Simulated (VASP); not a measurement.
## Na4Sb: relaxation of cell and atoms with PBE

Crystal: Na4Sb.

```xyz
5
Lattice="-3.0983 3.0983 3.0983 3.0983 -3.0983 3.0983 3.0983 3.0983 -3.0983" Properties=species:S:1:pos:R:3 pbc="T T T"
Na    1.5492    1.5492    1.5492
Na    1.5492    1.5492   -1.5492
Na    1.5492   -1.5492    1.5492
Na   -1.5492    1.5492    1.5492
Sb    0.0000    0.0000    0.0000
```

* Program: VASP 6.6.1
* Task: relaxation of cell and atoms
* Functional: PBE
* Potentials or basis: VASP PAW PBE potentials, release 64 (Na_pv, Sb)
* Cutoff: 600 eV
* k mesh: 4 × 4 × 4
* Occupations: gaussian, width 0.1 eV
* Spin: no spin polarisation
* Dipole correction: no
* Further INCAR settings: ALGO = Fast; EDIFF = 1e-07; IBRION = 2; EDIFFG = -0.04; NSW = 90; ISIF = 3

```yaml
Relaxed_volume: 38.65 Å³/atom
Relaxed_cell: a = 6.308 Å, b = 6.308 Å, c = 6.308 Å, α = 109.47°, β = 109.47°, γ = 109.47°
Space_group_after_relaxing_to_0.05_Å: Im-3m (No. 229)
Energy_gained_by_relaxing: 468.7 meV/atom
Ionic_steps: 5
Pressure_after_relaxing: -0.1 GPa
```

The path:
```tsv
step	energy change (eV)	largest force (eV/Å)	pressure (GPa)	volume (Å³)
1	0.0000	0.0000	15.62	118.97
2	-2.1389	0.0000	2.66	163.55
3	-2.3080	0.0000	0.96	179.10
4	-2.2660	0.0000	-1.07	213.10
5	-2.3434	0.0000	-0.10	193.26
```

Final structure:
```
Na Sb
1.0
    -3.64218    3.64218    3.64218
     3.64218   -3.64218    3.64218
     3.64218    3.64218   -3.64218
Na Sb
4 1
Direct
  0.50000 0.50000 0.50000
  0.00000 0.00000 0.50000
  0.00000 0.50000 0.00000
  0.50000 0.00000 0.00000
  0.00000 0.00000 0.00000
```

Levels at points of the mesh, in eV from the Fermi level:
| k point | band 13 | band 14 | band 15 | band 16 | band 17 | band 18 | band 19 | band 20 |
| --- | --- | --- | --- | --- | --- | --- | --- | --- |
| (0.00, 0.00, 0.00) | -8.94 | -1.71 | -1.71 | -1.71 | -1.71 | 2.31 | 2.49 | 2.49 |
| (0.50, 0.00, 0.00) | -8.84 | -2.97 | -2.03 | -1.77 | -0.49 | 0.99 | 1.27 | 2.06 |
| (0.50, 0.50, 0.50) | -8.77 | -2.46 | -2.46 | -2.46 | -0.27 | -0.27 | 2.47 | 2.47 |

Wall time 2.8 min on 1 thread of Intel(R) Xeon(R) Platinum 8259CL CPU @ 2.50GHz (Skylake/Cascade Lake), on a shared host, peak memory 0.34 GiB.

Caveat: the volume moved by over 15 % at a fixed basis, so the end points are rough; spin-orbit coupling is left out, which moves the levels of the heavy elements.
